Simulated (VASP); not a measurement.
The system is CdIn2O4.

```xyz
14
Lattice="0.0000 4.6029 4.6029 4.6029 0.0000 4.6029 4.6029 4.6029 0.0000" Properties=species:S:1:pos:R:3 pbc="T T T"
Cd    0.0000    0.0000    0.0000
Cd    2.3015    2.3015    2.3015
In    5.7537    5.7537    5.7537
In    5.7537    3.4522    3.4522
In    3.4522    3.4522    5.7537
In    3.4522    5.7537    3.4522
O     7.9362    7.9362    7.9362
O     3.5711    5.6348    5.6348
O     5.8725    5.8725    7.9362
O     5.6348    3.5711    5.6348
O     7.9362    5.8725    5.8725
O     3.5711    3.5711    3.5711
O     5.8725    7.9362    5.8725
O     5.6348    5.6348    3.5711
```

Base run:

```yaml
Program: VASP 6.6.1
Functional: PBE
Potentials_or_basis: VASP PAW PBE potentials, release 64 (Cd, In_d, O)
Cutoff: 520 eV
k_mesh: 6 × 6 × 6
Occupations: gaussian, width 0.03 eV
Spin: no spin polarisation
```

Its results: band gap on the k mesh 1.05 eV (least direct gap 1.12 eV); pressure 5.8 GPa; largest force 0.081 eV/Å.

**Question.** The run is repeated on the same cell with these changes: functional from PBE to r2SCAN. What comes out?

**Answer.** Band gap on the k mesh 1.56 eV (least direct gap 1.63 eV); pressure 0.8 GPa; largest force 0.088 eV/Å.

Caveats: spin-orbit coupling is left out, which moves the levels of the heavy elements; the cell stands under pressure (at least some runs); the PAW data sets were made with another functional, which shifts forces and pressure a little (at least some runs).
